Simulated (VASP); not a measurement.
Input of a VASP 6.6.1 run:

File INCAR:

```
SYSTEM = Ti
ALGO = Normal
EDIFF = 1E-6
ENCUT = 520
GGA = PS
ISIF = 2
ISMEAR = 0
LASPH = .True.
LCHARG = .False.
LREAL = .False.
LWAVE = .False.
NBANDS = 12
NELM = 100
PREC = Accurate
SIGMA = 0.15
```

File KPOINTS:

```
k-points
0
Gamma
  20 20 20
  0 0 0
```

The input POSCAR:

```
Ti
1.0
    0.0000000000      1.8676000000      2.1924000000
    1.8676000000      0.0000000000      2.1924000000
    1.8676000000      1.8676000000      0.0000000000
Ti
1
Direct
    0.0000000000      0.0000000000      0.0000000000
```

Potentials or basis: VASP PAW PBE potentials, release 64 (Ti_sv).

Command:

```bash
$ cat potpaw_PBE.64/Ti_sv/POTCAR > POTCAR
$ mpirun -np 1 vasp_std > vasp.out
```

**Question.** What does it give for the band gap on the k mesh?

**Answer.** Zero (band 6 reaches 10.15 eV, above the bottom of band 7 at 8.78 eV).

**Question.** Estimate the pressure.

**Answer.** 10.4 GPa.

Stress tensor (GPa, compression positive):
```
11.74  0.00  0.00
 0.00 11.74  0.00
 0.00  0.00  7.78
```

Caveat: the cell differs from its parent crystal (strain -0.080 along x and y, +0.080 along z); the PAW data sets were made with another functional, which shifts forces and pressure a little.
